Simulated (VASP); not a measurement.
# I (Cmce) in VASP: a series of runs

Aim: see how the results for I move with the level of theory and the settings. Levels: PBEsol, PBE. Tasks: relaxation of cell and atoms, single point.

Everything below comes from runs of VASP 6.6.1. Logs are shortened: lines on timing, memory, paths and dates and some standing lists are left out, and cuts for length are marked.

## Step 1: The cell of the first run

It takes space group Cmce (No. 64, orthorhombic). The conventional cell has a = 7.270 Å, b = 4.790 Å, c = 9.793 Å, α = 90.00°, β = 90.00°, γ = 90.00°. Within 3.6 Å of I (site symmetry m) lie 3 I at 2.68 to 3.56 Å.

## Step 2: Relaxation of cell and atoms, PBEsol, target pressure 10 GPa, at which the enthalpy is minimised

File INCAR:

```
SYSTEM = I
PREC = Accurate ; ENCUT = 600
EDIFF = 1E-6 ; ISMEAR = -1
SIGMA = 0.05 ; LREAL = .False.
LASPH = .True. ; NELM = 60
ALGO = Normal ; ISIF = 3
LWAVE = .False. ; LCHARG = .False.
GGA = PS ; IBRION = 2
NSW = 80 ; EDIFFG = -0.02
PSTRESS = 100.0
```

File KPOINTS:

```
regular mesh
0
Gamma
  7 7 3
  0 0 0
```

File POSCAR:

```
I
1.0
    3.6350350000     -2.3950200000      0.0000000000
    3.6350350000      2.3950200000      0.0000000000
    0.0000000000      0.0000000000      9.7934400000
I
4
Direct
    0.6493000000      0.3507000000      0.3844000000
    0.1493000000      0.8507000000      0.1156000000
    0.3507000000      0.6493000000      0.6156000000
    0.8507000000      0.1493000000      0.8844000000
```

Potentials or basis: VASP PAW PBE potentials, release 64 (I).

Command:

```sh
$ cat potpaw_PBE.64/I/POTCAR > POTCAR
$ mpirun -np 1 vasp_std > vasp.out
```

OUTCAR:

```text
SYSTEM = I
   PREC = Accurate
   ENCUT = 600
   EDIFF = 1E-6
   ISMEAR = -1
   LREAL = .False.
   LASPH = .True.
   NELM = 60
   ISIF = 3
   GGA = PS
   IBRION = 2
   NSW = 80
   EDIFFG = -0.02
   PSTRESS = 100.0

 ion  position               nearest neighbor table
   1  0.649  0.351  0.384-   3 2.68   2 3.56   2 3.56
   2  0.149  0.851  0.116-   4 2.68   1 3.56   1 3.56
   3  0.351  0.649  0.616-   1 2.68   4 3.56   4 3.56
   4  0.851  0.149  0.884-   2 2.68   3 3.56   3 3.56

  LATTYP: Found a base centered orthorhombic cell.
 ALAT       =     4.7900400000
 B/A-ratio  =     1.5177472422
 C/A-ratio  =     2.0445424255

  Lattice vectors:

 A1 = (  -3.6350350000,  -2.3950200000,   0.0000000000)
 A2 = (   3.6350350000,  -2.3950200000,   0.0000000000)
 A3 = (   0.0000000000,   0.0000000000,   9.7934400000)

Analysis of symmetry for initial positions (statically):
=====================================================================
 Subroutine PRICEL returns:
 Original cell was already a primitive cell.

 Routine SETGRP: Setting up the symmetry group for a
 base centered orthorhombic supercell.

 Subroutine GETGRP returns: Found  8 space group operations
 (whereof  4 operations were pure point group operations)
 out of a pool of  8 trial point group operations.

The static configuration has the point symmetry C_2h.
 The point group associated with its full space group is D_2h.

Analysis of symmetry for dynamics (positions and initial velocities):
=====================================================================
 Subroutine PRICEL returns:
 Original cell was already a primitive cell.

 Routine SETGRP: Setting up the symmetry group for a
 base centered orthorhombic supercell.

 Subroutine GETGRP returns: Found  8 space group operations
 (whereof  4 operations were pure point group operations)
 out of a pool of  8 trial point group operations.

The dynamic configuration has the point symmetry C_2h.
 The point group associated with its full space group is D_2h.

 Subroutine INISYM returns: Found  8 space group operations
 (whereof  4 operations are pure point group operations),
 and found     1 'primitive' translations

----------------------------------------------------------------------------------------

                                     Primitive cell

  volume of cell :     170.5230

  direct lattice vectors                    reciprocal lattice vectors
     3.635035000 -2.395020000  0.000000000     0.137550257 -0.208766524  0.000000000
     3.635035000  2.395020000  0.000000000     0.137550257  0.208766524  0.000000000
     0.000000000  0.000000000  9.793440000     0.000000000  0.000000000  0.102109167

  length of vectors
     4.353113857  4.353113857  9.793440000     0.250007070  0.250007070  0.102109167

  position of ions in fractional coordinates (direct lattice)
     0.649300000  0.350700000  0.384400000
     0.149300000  0.850700000  0.115600000
     0.350700000  0.649300000  0.615600000
     0.850700000  0.149300000  0.884400000

  ion indices of the primitive-cell ions
   primitive index   ion index
                 1           1
                 2           2
                 3           3
                 4           4

----------------------------------------------------------------------------------------

 KPOINTS: regular mesh

Automatic generation of k-mesh.
 Grid dimensions read from file:
 generate k-points for:    7    7    3

 Generating k-lattice:

  Cartesian coordinates                     Fractional coordinates (reciprocal lattice)
     0.019650037 -0.029823789  0.000000000     0.142857143  0.000000000  0.000000000
     0.019650037  0.029823789  0.000000000     0.000000000  0.142857143  0.000000000
     0.000000000  0.000000000  0.034036389     0.000000000  0.000000000  0.333333333

  Length of vectors
     0.035715296  0.035715296  0.034036389

  Shift w.r.t. Gamma in fractional coordinates (k-lattice)
     0.000000000  0.000000000  0.000000000

 Subroutine IBZKPT returns following result:
 ===========================================

 Found     32 irreducible k-points:

 Following reciprocal coordinates:
            Coordinates               Weight
  0.000000  0.000000  0.000000      1.000000
  0.142857  0.000000  0.000000      4.000000
  0.285714  0.000000  0.000000      4.000000
  0.428571  0.000000  0.000000      4.000000
  0.142857  0.142857  0.000000      2.000000
  0.285714  0.142857  0.000000      4.000000
[... 16 lines left out ...]
  0.428571  0.142857  0.333333      8.000000
 -0.428571  0.142857  0.333333      8.000000
 [... further k-points ...]
   k-points           NKPTS =     32   k-points in BZ     NKDIM =     32   number of bands    NBANDS=     18
   number of dos      NEDOS =    301   number of ions     NIONS =      4
   total plane-waves  NPLWV = 103680
   dimension x,y,z NGX =    36 NGY =   36 NGZ =   80
   dimension x,y,z NGXF=    72 NGYF=   72 NGZF=  160
   ions per type =               4
   NGX,Y,Z   is equivalent  to a cutoff of  13.75, 13.75, 13.58 a.u.
   NGXF,Y,Z  is equivalent  to a cutoff of  27.50, 27.50, 27.16 a.u.
 SYSTEM =  I
   PREC   = accura    normal or accurate (medium, high low for compatibility)
   ISTART =      0    job   : 0-new  1-cont  2-samecut
   ICHARG =      2    charge: 1-file 2-atom 10-const
   ISPIN  =      1    spin polarized calculation?
   LNONCOLLINEAR =      F non collinear calculations
   LSORBIT =      F    spin-orbit coupling
   LASPH  =      T    aspherical Exc in radial PAW
   ENCUT  =  600.0 eV  44.10 Ry    6.64 a.u.   8.69  8.69 19.56*2*pi/ulx,y,z
   NELM   =     60;   NELMIN=  2; NELMDL= -5     # of ELM steps
   EDIFF  = 0.1E-05   stopping-criterion for ELM
   LREAL  =      F    real-space projection
   EDIFFG = -.2E-01   stopping-criterion for IOM
   NSW    =     80    number of steps for IOM
   IBRION =      2    ionic relax: 0-MD 1-quasi-New 2-CG
   NFREE  =      1    steps in history (QN), initial steepest desc. (CG)
   ISIF   =      3    stress and relaxation
   ISYM   =      2    0-nonsym 1-usesym 2-fastsym
   POTIM  = 0.5000    time-step for ionic-motion
   TEBEG  =    0.0;   TEEND  =   0.0 temperature during run
   PSTRESS=  100.0 pullay stress
   NELECT =      28.0000    total number of electrons
   NUPDOWN=      -1.0000    fix difference up-down
   EMIN   =  10.00;   EMAX   =-10.00  energy-range for DOS
   EFERMI =   0.00;   METHOD = LEGACY
   ISMEAR =    -1;   SIGMA  =   0.05  broadening in eV -4-tet -1-fermi 0-gaus
   EFERMI_NEDOS =   21; number of points for ismear=-14 and -15
   IALGO  =     38    algorithm
   IMIX   =      4    mixing-type and parameters
     AMIX     =   0.40;   BMIX     =  1.00
     AMIX_MAG =   1.60;   BMIX_MAG =  1.00
  volume/ion in A,a.u.               =      42.63       287.69
  Fermi-wavevector in a.u.,A,eV,Ry     =   0.896465  1.694073 10.934307  0.803649
  Thomas-Fermi vector in A             =   2.018926
   LORBIT       =      0    0 simple, 1 ext, 2 COOP (PROOUT), +10 PAW based schemes
   GGA     = PS    functional components
   LHFCALC =     F    Hartree Fock is set to
   AEXX    =    0.0000 exact exchange contribution
   IVDW    =     0    specifies the selected vdW correction
   LEPSILON=     F    determine dielectric tensor
   LRPA    =     F    only Hartree local field effects (RPA)
 conjugate gradient relaxation of ions
 non-spin polarized calculation
  energy-cutoff  :      600.00
  volume of cell :      170.52
 maximum number of plane-waves:      5729
   NGX = 17   NGY = 17   NGZ = 39

--------------------------------------- Ionic step        1  -------------------------------------------

 number of electron      28.0000000 magnetization

 Free energy of the ion-electron system (eV)
  ---------------------------------------------------
  ext. energy  EPLUGINS =         0.00000000
  ---------------------------------------------------
  free energy    TOTEN  =        -6.82947311 eV

  energy without entropy =       -6.82947245  energy(sigma->0) =       -6.82947278

 E-fermi :   3.0517     XC(G=0):  -8.2030

 val. band max:        2.4080636959   @ k =   0.0000   0.0000   0.0000
 cond. band min:       3.6947848502   @ k =   0.4286   0.4286   0.0000
 fundamental gap:      1.2867211543
 Fermi energy:         3.0516737655

 k-point     1 :       0.0000    0.0000    0.0000
  band No.  band energies     occupation
      1     -11.2104      2.00000
      2     -10.7506      2.00000
      3      -9.1388      2.00000
      4      -8.1838      2.00000
      5      -2.1606      2.00000
      6      -0.7916      2.00000
[... 1109 lines left out ...]
      4      -5.2299      2.00000
      5       0.8848      2.00000
      6       0.9599      2.00000
[... 10 lines left out ...]
     17      12.3100      0.00000
     18      12.6441      0.00000

 [... further k-points ...]

[... ionic steps 4 to 18 ...]

--------------------------------------- Ionic step       19  -------------------------------------------

 number of electron      28.0000001 magnetization

------------------------ aborting loop because EDIFF is reached ----------------------------------------

  FORCE on cell =-STRESS in cart. coord.  units (eV):
  Direction    XX          YY          ZZ          XY          YZ          ZX
  --------------------------------------------------------------------------------------
  -------------------------------------------------------------------------------------
  Total        7.2477848      7.3452324      7.3611133      0.0000000      0.0000000      0.0000000
  in kB      101.2580504    102.6194818    102.8413514      0.0000000      0.0000000      0.0000000
  external PRESSURE =       2.2396278 kB  Pullay stress =     100.0000000 kB
[... 65 lines left out ...]
  enthalpy is  TOTEN    =         1.0562472626 eV   P V=        7.1922379468

--------------------------------------- Ionic step       21  -------------------------------------------

 number of electron      28.0000001 magnetization

 Free energy of the ion-electron system (eV)
  ---------------------------------------------------
  ext. energy  EPLUGINS =         0.00000000
  ---------------------------------------------------
  free energy    TOTEN  =        -6.11536720 eV

  energy without entropy =       -6.10967975  energy(sigma->0) =       -6.11252348

 E-fermi :   7.4331     XC(G=0): -10.0997

 val. band max:        7.3510254973   @ k =  -0.2857   0.1429   0.3333
 cond. band min:       7.4795469355   @ k =   0.4286   0.4286   0.3333
 fundamental gap:      0.1285214382
 Fermi energy:         7.4331118232

 k-point     1 :       0.0000    0.0000    0.0000
  band No.  band energies     occupation
      1      -8.1440      2.00000
      2      -6.7637      2.00000
      3      -6.4676      2.00000
      4      -3.8241      2.00000
      5       1.1516      2.00000
      6       3.8578      2.00000
[... 526 lines left out ...]
  FREE ENERGIE OF THE ION-ELECTRON SYSTEM (eV)
  ---------------------------------------------------
  free  energy   TOTEN  =        -6.1153672025 eV

  energy  without entropy=       -6.1096797520  energy(sigma->0) =       -6.11252348

  enthalpy is  TOTEN    =         1.0556221321 eV   P V=        7.1709893347

 reached required accuracy - stopping structural energy minimisation
```

Wall time 24 min (1 thread of Intel Xeon 8259CL, shared host); peak memory 0.38 GiB.

What came out:

| Item | Value |
| --- | --- |
| Free energy | -6.1154 eV |
| Relaxed volume | 28.72 Å³/atom |
| Relaxed cell | a = 3.697 Å, b = 3.697 Å, c = 9.138 Å, α = 90.00°, β = 90.00°, γ = 66.92° |
| Space group after relaxing (to 0.1 Å) | Cmce (No. 64) |
| Energy change on relaxing (the run minimises the enthalpy) | +178.5 meV/atom |
| Ionic steps | 21 |
| Pressure after relaxing | 10.0 GPa |
| Largest force after relaxing | 0.006 eV/Å |
| Band gap on the k mesh | 0.13 eV (least direct gap 0.80 eV) |

Forces on the atoms (eV/Å):
```
I    0.000 -0.004  0.005
I    0.000 -0.004 -0.005
I    0.000  0.004 -0.005
I    0.000  0.004  0.005
```

Stress tensor (GPa, compression positive):
```
10.10  0.00  0.00
 0.00 10.01  0.00
 0.00  0.00  9.98
```

Step by step:
```csv
step,energy change (eV),largest force (eV/Å),pressure (GPa),volume (Å³)
1,0.0000,0.7648,0.08,170.52
2,2.4821,4.8229,23.86,113.34
3,0.9217,3.2100,11.41,130.25
4,1.3385,0.7165,15.79,109.55
5,1.0805,0.7558,14.11,112.97
6,0.4540,0.2875,7.06,121.96
7,0.6356,0.4261,9.40,118.52
8,0.6530,0.3912,9.54,117.85
9,0.7234,0.2822,10.07,115.83
10,0.9533,0.1027,11.65,111.81
11,0.8670,0.1338,11.07,113.09
12,0.7748,0.0742,10.34,114.20
13,0.6789,0.0590,9.54,115.58
14,0.7255,0.0569,10.35,114.79
15,0.7135,0.0558,10.16,114.98
16,0.7026,0.0178,10.06,115.13
17,0.6842,0.0624,9.85,115.40
18,0.7018,0.0435,9.99,115.10
19,0.7276,0.0190,10.22,114.68
20,0.6935,0.0139,9.72,115.23
21,0.7141,0.0062,10.03,114.89
```

Final structure:
```xyz
4
Lattice="3.0843 -2.0382 0.0000 3.0843 2.0382 0.0000 0.0000 0.0000 9.1384" Properties=species:S:1:pos:R:3 pbc="T T T"
I     3.0843   -0.8279    3.4352
I     3.0843    1.2102    1.1340
I     3.0843    0.8279    5.7032
I     3.0843   -1.2102    8.0044
```

Caveat: the cell is relaxed towards a set pressure, so the run minimises the enthalpy, not the energy; the volume moved by over 15 % at a fixed basis, so the end points are rough; this functional lacks dispersion, which holds the molecules together, so the pressure and a relaxed volume are unreliable; the PAW data sets were made with another functional, which shifts forces and pressure a little; spin-orbit coupling is left out, which moves the levels of the heavy elements. A k mesh can miss the band edges.

## Step 3: Single point, PBE

This run uses another cell than the first one, of 50.07 Å³/atom.

File INCAR:

```
SYSTEM = I
  PREC = Accurate
  ENCUT = 520
  EDIFF = 1E-6
  ISMEAR = -1
  SIGMA = 0.05
  LREAL = .False.
  LASPH = .True.
  NELM = 100
  ALGO = Normal
  ISIF = 2
  LWAVE = .False.
  LCHARG = .False.
  GGA = PE
  NBANDS = 22
```

File KPOINTS:

```
Automatic mesh
0
Gamma
  7 7 3
  0 0 0
```

File POSCAR:

```
I
1.0
    4.4287290083     -2.3090063755      0.0000000000
    4.4287290083      2.3090063755      0.0000000000
    0.0000000000      0.0000000000      9.7927862576
I
4
Direct
    0.6600703317      0.3399296683      0.3780893232
    0.1600703317      0.8399296683      0.1219106768
    0.3399296683      0.6600703317      0.6219106768
    0.8399296683      0.1600703317      0.8780893232
```

Potentials or basis: VASP PAW PBE potentials, release 64 (I).

Command:

```sh
$ cat potpaw_PBE.64/I/POTCAR > POTCAR
$ mpirun -np 1 vasp_std > vasp.out
```

It took 4.4 min on 1 thread of Oxide Virtual Turin-like, shared host; peak memory 0.36 GiB.

Results (log left out):

* Free energy: -6.0927 eV
* Pressure: 0.1 GPa
* Largest force: 0.009 eV/Å
* Band gap on the k mesh: 1.05 eV (least direct gap 1.10 eV)

Forces on the atoms (eV/Å):
```
I    0.000 -0.006 -0.007
I    0.000 -0.006  0.007
I    0.000  0.006  0.007
I    0.000  0.006 -0.007
```

Levels at points of the mesh, in eV from the valence-band top:
| k point | band 12 | band 13 | band 14 | band 15 | band 16 | band 17 |
| --- | --- | --- | --- | --- | --- | --- |
| (0.00, 0.00, 0.00) | -0.75 | -0.60 | 0.00 | 1.10 | 1.87 | 4.66 |

Caveat: spin-orbit coupling is left out, which moves the levels of the heavy elements.
